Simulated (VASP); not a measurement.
# Au (Pm-3n) in VASP: single point with PBEsol

Aim: the single point of Au with PBEsol.

All numbers are computed with VASP 6.6.1; they aren't measurements. Logs are shortened: lines on timing, memory, paths and dates and some standing lists are left out, and cuts for length are marked.

## Step 1: The cell of the first run

The structure is cubic, space group Pm-3n (No. 223). The conventional cell has a = 5.200 Å, b = 5.200 Å, c = 5.200 Å, α = 90.00°, β = 90.00°, γ = 90.00°. Au (site symmetry m-3) has 12 Au at 2.91 Å within 3.8 Å. Au (site symmetry -4m2) has 14 Au at 2.60 to 3.18 Å within 3.4 Å.

## Step 2: Single point, PBEsol

The input, INCAR:

```
PREC = Accurate
ENCUT = 520
EDIFF = 1E-7
ISMEAR = -1
SIGMA = 0.1
LREAL = F
LASPH = T
NELM = 100
ALGO = Normal
ISIF = 2
LWAVE = F
LCHARG = F
GGA = PS
NBANDS = 54
```

The input, KPOINTS:

```
Automatic mesh
0
Gamma
  7 7 7
```

The input, POSCAR:

```
Au
1.0
    5.2004513047      0.0000000000      0.0000000000
    0.0000000000      5.2004513047      0.0000000000
    0.0000000000      0.0000000000      5.2004513047
Au
8
Direct
    1.0000000000      0.0000000000      1.0000000000
    0.5000000000      0.5000000000      0.5000000000
    0.2500000000      1.0000000000      0.5000000000
    0.7500000000      0.0000000000      0.5000000000
    0.5000000000      0.2500000000      0.0000000000
    0.5000000000      0.7500000000      0.0000000000
    0.0000000000      0.5000000000      0.2500000000
    0.0000000000      0.5000000000      0.7500000000
```

Potentials or basis: VASP PAW PBE potentials, release 64 (Au).

Run with:

```bash
$ cat potpaw_PBE.64/Au/POTCAR > POTCAR
$ mpirun -np 1 vasp_std > vasp.out
```

OUTCAR:

```text
PREC = Accurate
   ENCUT = 520
   EDIFF = 1E-7
   ISMEAR = -1
   LREAL = F
   LASPH = T
   NELM = 100
   ISIF = 2
   GGA = PS

 ion  position               nearest neighbor table
   1  0.000  0.000  0.000-   3 2.91   4 2.91   5 2.91   6 2.91   7 2.91   8 2.91   3 2.91   4 2.91
                             7 2.91   8 2.91   5 2.91   6 2.91
   2  0.500  0.500  0.500-   3 2.91   4 2.91   5 2.91   6 2.91   7 2.91   8 2.91   5 2.91   6 2.91
                             3 2.91   4 2.91   7 2.91   8 2.91
   3  0.250  0.000  0.500-   4 2.60   4 2.60   1 2.91   1 2.91   2 2.91   2 2.91   8 3.18   5 3.18
                             5 3.18   6 3.18   6 3.18   7 3.18   8 3.18   7 3.18
   4  0.750  0.000  0.500-   3 2.60   3 2.60   1 2.91   1 2.91   2 2.91   2 2.91   8 3.18   5 3.18
                             5 3.18   6 3.18   6 3.18   7 3.18   8 3.18   7 3.18
   5  0.500  0.250  0.000-   6 2.60   6 2.60   1 2.91   2 2.91   2 2.91   1 2.91   8 3.18   4 3.18
                             3 3.18   4 3.18   3 3.18   7 3.18   7 3.18   8 3.18
   6  0.500  0.750  0.000-   5 2.60   5 2.60   1 2.91   2 2.91   2 2.91   1 2.91   8 3.18   4 3.18
                             3 3.18   4 3.18   3 3.18   7 3.18   7 3.18   8 3.18
   7  0.000  0.500  0.250-   8 2.60   8 2.60   1 2.91   2 2.91   1 2.91   2 2.91   3 3.18   4 3.18
                             5 3.18   3 3.18   4 3.18   6 3.18   5 3.18   6 3.18
   8  0.000  0.500  0.750-   7 2.60   7 2.60   1 2.91   2 2.91   1 2.91   2 2.91   3 3.18   4 3.18
                             5 3.18   3 3.18   4 3.18   6 3.18   5 3.18   6 3.18

  LATTYP: Found a simple cubic cell.
 ALAT       =     5.2004513047

  Lattice vectors:

 A1 = (   5.2004513047,   0.0000000000,   0.0000000000)
 A2 = (   0.0000000000,   5.2004513047,   0.0000000000)
 A3 = (   0.0000000000,   0.0000000000,   5.2004513047)

Analysis of symmetry for initial positions (statically):
=====================================================================
 Subroutine PRICEL returns:
 Original cell was already a primitive cell.

 Routine SETGRP: Setting up the symmetry group for a
 simple cubic supercell.

 Subroutine GETGRP returns: Found 48 space group operations
 (whereof 24 operations were pure point group operations)
 out of a pool of 48 trial point group operations.

The static configuration has the point symmetry T_h .
 The point group associated with its full space group is O_h .

Analysis of symmetry for dynamics (positions and initial velocities):
=====================================================================
 Subroutine PRICEL returns:
 Original cell was already a primitive cell.

 Routine SETGRP: Setting up the symmetry group for a
 simple cubic supercell.

 Subroutine GETGRP returns: Found 48 space group operations
 (whereof 24 operations were pure point group operations)
 out of a pool of 48 trial point group operations.

The dynamic configuration has the point symmetry T_h .
 The point group associated with its full space group is O_h .

 Subroutine INISYM returns: Found 48 space group operations
 (whereof 24 operations are pure point group operations),
 and found     1 'primitive' translations

----------------------------------------------------------------------------------------

                                     Primitive cell

  volume of cell :     140.6446

  direct lattice vectors                    reciprocal lattice vectors
     5.200451305  0.000000000  0.000000000     0.192291003  0.000000000  0.000000000
     0.000000000  5.200451305  0.000000000     0.000000000  0.192291003  0.000000000
     0.000000000  0.000000000  5.200451305     0.000000000  0.000000000  0.192291003

  length of vectors
     5.200451305  5.200451305  5.200451305     0.192291003  0.192291003  0.192291003

  position of ions in fractional coordinates (direct lattice)
     0.000000000  0.000000000  0.000000000
     0.500000000  0.500000000  0.500000000
     0.250000000  0.000000000  0.500000000
     0.750000000  0.000000000  0.500000000
     0.500000000  0.250000000  0.000000000
     0.500000000  0.750000000  0.000000000
     0.000000000  0.500000000  0.250000000
     0.000000000  0.500000000  0.750000000

  ion indices of the primitive-cell ions
   primitive index   ion index
                 1           1
                 2           2
                 3           3
                 4           4
                 5           5
                 6           6
                 7           7
                 8           8

----------------------------------------------------------------------------------------

 KPOINTS: Automatic mesh

Automatic generation of k-mesh.
 Grid dimensions read from file:
 generate k-points for:    7    7    7

 Generating k-lattice:

  Cartesian coordinates                     Fractional coordinates (reciprocal lattice)
     0.027470143  0.000000000  0.000000000     0.142857143  0.000000000  0.000000000
     0.000000000  0.027470143  0.000000000     0.000000000  0.142857143  0.000000000
     0.000000000  0.000000000  0.027470143     0.000000000  0.000000000  0.142857143

  Length of vectors
     0.027470143  0.027470143  0.027470143

  Shift w.r.t. Gamma in fractional coordinates (k-lattice)
     0.000000000  0.000000000  0.000000000

 Subroutine IBZKPT returns following result:
 ===========================================

 Found     20 irreducible k-points:

 Following reciprocal coordinates:
            Coordinates               Weight
  0.000000  0.000000  0.000000      1.000000
  0.142857  0.000000  0.000000      6.000000
  0.285714  0.000000  0.000000      6.000000
  0.428571  0.000000  0.000000      6.000000
  0.142857  0.142857  0.000000     12.000000
  0.285714  0.142857  0.000000     24.000000
[... 12 lines left out ...]
  0.428571  0.428571  0.285714     24.000000
  0.428571  0.428571  0.428571      8.000000
   k-points           NKPTS =     20   k-points in BZ     NKDIM =     20   number of bands    NBANDS=     54
   number of dos      NEDOS =    301   number of ions     NIONS =      8
   total plane-waves  NPLWV =  64000
   dimension x,y,z NGX =    40 NGY =   40 NGZ =   40
   dimension x,y,z NGXF=    80 NGYF=   80 NGZF=   80
   ions per type =               8
   NGX,Y,Z   is equivalent  to a cutoff of  12.79, 12.79, 12.79 a.u.
   NGXF,Y,Z  is equivalent  to a cutoff of  25.57, 25.57, 25.57 a.u.
 SYSTEM =  unknown system
   PREC   = accura    normal or accurate (medium, high low for compatibility)
   ISTART =      0    job   : 0-new  1-cont  2-samecut
   ICHARG =      2    charge: 1-file 2-atom 10-const
   ISPIN  =      1    spin polarized calculation?
   LNONCOLLINEAR =      F non collinear calculations
   LSORBIT =      F    spin-orbit coupling
   LASPH  =      T    aspherical Exc in radial PAW
   ENCUT  =  520.0 eV  38.22 Ry    6.18 a.u.   9.67  9.67  9.67*2*pi/ulx,y,z
   NELM   =    100;   NELMIN=  2; NELMDL= -5     # of ELM steps
   EDIFF  = 0.1E-06   stopping-criterion for ELM
   LREAL  =      F    real-space projection
   EDIFFG = 0.1E-05   stopping-criterion for IOM
   NSW    =      0    number of steps for IOM
   IBRION =     -1    ionic relax: 0-MD 1-quasi-New 2-CG
   NFREE  =      0    steps in history (QN), initial steepest desc. (CG)
   ISIF   =      2    stress and relaxation
   ISYM   =      2    0-nonsym 1-usesym 2-fastsym
   POTIM  = 0.5000    time-step for ionic-motion
   TEBEG  =    0.0;   TEEND  =   0.0 temperature during run
   PSTRESS=    0.0 pullay stress
   NELECT =      88.0000    total number of electrons
   NUPDOWN=      -1.0000    fix difference up-down
   EMIN   =  10.00;   EMAX   =-10.00  energy-range for DOS
   EFERMI =   0.00;   METHOD = LEGACY
   ISMEAR =    -1;   SIGMA  =   0.10  broadening in eV -4-tet -1-fermi 0-gaus
   EFERMI_NEDOS =   21; number of points for ismear=-14 and -15
   IALGO  =     38    algorithm
   IMIX   =      4    mixing-type and parameters
     AMIX     =   0.40;   BMIX     =  1.00
     AMIX_MAG =   1.60;   BMIX_MAG =  1.00
  volume/ion in A,a.u.               =      17.58       118.64
  Fermi-wavevector in a.u.,A,eV,Ry     =   1.400215  2.646022 26.675606  1.960602
  Thomas-Fermi vector in A             =   2.523197
   LORBIT       =      0    0 simple, 1 ext, 2 COOP (PROOUT), +10 PAW based schemes
   GGA     = PS    functional components
   LHFCALC =     F    Hartree Fock is set to
   AEXX    =    0.0000 exact exchange contribution
   IVDW    =     0    specifies the selected vdW correction
   LEPSILON=     F    determine dielectric tensor
   LRPA    =     F    only Hartree local field effects (RPA)
 non-spin polarized calculation
  energy-cutoff  :      520.00
  volume of cell :      140.64
 maximum number of plane-waves:      3815
 NGX is ok and might be reduce to    40
   NGX = 19   NGY = 19   NGZ = 19

 number of electron      87.9999992 magnetization

 Free energy of the ion-electron system (eV)
  ---------------------------------------------------
  ext. energy  EPLUGINS =         0.00000000
  ---------------------------------------------------
  free energy    TOTEN  =       -30.26042047 eV

  energy without entropy =      -30.19104180  energy(sigma->0) =      -30.22573113

 E-fermi :   8.7687     XC(G=0): -12.6842

 val. band max:        8.7260194399   @ k =   0.4286   0.4286   0.4286
 cond. band min:       8.8227737880   @ k =   0.4286   0.2857   0.1429
 fundamental gap:      0.0967543480
 Fermi energy:         8.7687259740

 k-point     1 :       0.0000    0.0000    0.0000
  band No.  band energies     occupation
      1      -0.8667      2.00000
      2       1.3790      2.00000
      3       1.3790      2.00000
      4       2.4455      2.00000
      5       2.4874      2.00000
      6       2.7252      2.00000
[... 46 lines left out ...]
     53      14.7837      0.00000
     54      15.4658      0.00000

 k-point     2 :       0.1429    0.0000    0.0000
  band No.  band energies     occupation
      1      -0.7223      2.00000
      2       1.3496      2.00000
      3       1.5131      2.00000
      4       2.2096      2.00000
      5       2.5270      2.00000
      6       2.7460      2.00000
[... 46 lines left out ...]
     53      15.1354      0.00000
     54      15.1354      0.00000

 k-point     3 :       0.2857    0.0000    0.0000
  band No.  band energies     occupation
      1      -0.3101      2.00000
      2       1.2486      2.00000
      3       1.7815      2.00000
      4       1.9428      2.00000
      5       2.6411      2.00000
      6       2.7846      2.00000
[... 46 lines left out ...]
     53      15.3667      0.00000
     54      15.3667      0.00000
[... 856 lines left out ...]
 k-point    19 :       0.4286    0.4286    0.2857
  band No.  band energies     occupation
      1       1.7747      2.00000
      2       2.1129      2.00000
      3       2.2140      2.00000
      4       2.3696      2.00000
      5       2.4518      2.00000
      6       2.5040      2.00000
[... 46 lines left out ...]
     53      16.8275      0.00000
     54      17.8343      0.00000

 k-point    20 :       0.4286    0.4286    0.4286
  band No.  band energies     occupation
      1       2.1831      2.00000
      2       2.3730      2.00000
      3       2.3730      2.00000
      4       2.5554      2.00000
      5       2.5780      2.00000
      6       2.5780      2.00000
[... 46 lines left out ...]
     53      17.9960      0.00000
     54      18.2422      0.00000

------------------------ aborting loop because EDIFF is reached ----------------------------------------

  FORCE on cell =-STRESS in cart. coord.  units (eV):
  Direction    XX          YY          ZZ          XY          YZ          ZX
  --------------------------------------------------------------------------------------
  -------------------------------------------------------------------------------------
  Total       -0.0786281     -0.0786281     -0.0786281     -0.0000000      0.0000000      0.0000000
  in kB       -0.8957054     -0.8957054     -0.8957054     -0.0000000      0.0000000      0.0000000
  external PRESSURE =      -0.8957054 kB  Pullay stress =       0.0000000 kB

 VOLUME and BASIS-vectors are now :
 -----------------------------------------------------------------------------
  energy-cutoff  :      520.00
  volume of cell :      140.64
      direct lattice vectors                 reciprocal lattice vectors
     5.200451305  0.000000000  0.000000000     0.192291003  0.000000000  0.000000000
     0.000000000  5.200451305  0.000000000     0.000000000  0.192291003  0.000000000
     0.000000000  0.000000000  5.200451305     0.000000000  0.000000000  0.192291003

 POSITION                                       TOTAL-FORCE (eV/Angst)
 -----------------------------------------------------------------------------------
      0.00000      0.00000      0.00000         0.000000     -0.000000     -0.000000
      2.60023      2.60023      2.60023         0.000000     -0.000000     -0.000000
      1.30011      0.00000      2.60023         0.000000     -0.000000     -0.000000
      3.90034      0.00000      2.60023        -0.000000      0.000000     -0.000000
      2.60023      1.30011      0.00000        -0.000000     -0.000000      0.000000
      2.60023      3.90034      0.00000        -0.000000      0.000000      0.000000
      0.00000      2.60023      1.30011         0.000000     -0.000000      0.000000
      0.00000      2.60023      3.90034        -0.000000      0.000000     -0.000000
 -----------------------------------------------------------------------------------
    total drift:                               -0.000000     -0.000000      0.000000

  FREE ENERGIE OF THE ION-ELECTRON SYSTEM (eV)
  ---------------------------------------------------
  free  energy   TOTEN  =       -30.2604204684 eV

  energy  without entropy=      -30.1910418000  energy(sigma->0) =      -30.22573113
```

Wall time 4.4 min (1 thread of AMD EPYC 7R13, shared host); peak memory 0.26 GiB.

Results:

```
Free energy            : -30.2604 eV
Pressure               : -0.1 GPa
Band gap on the k mesh : zero (band 44 reaches 9.76 eV, above the bottom of band 45 at 7.98 eV)
```

Caveat: the PAW data sets were made with another functional, which shifts forces and pressure a little; spin-orbit coupling is left out, which moves the levels of the heavy elements.
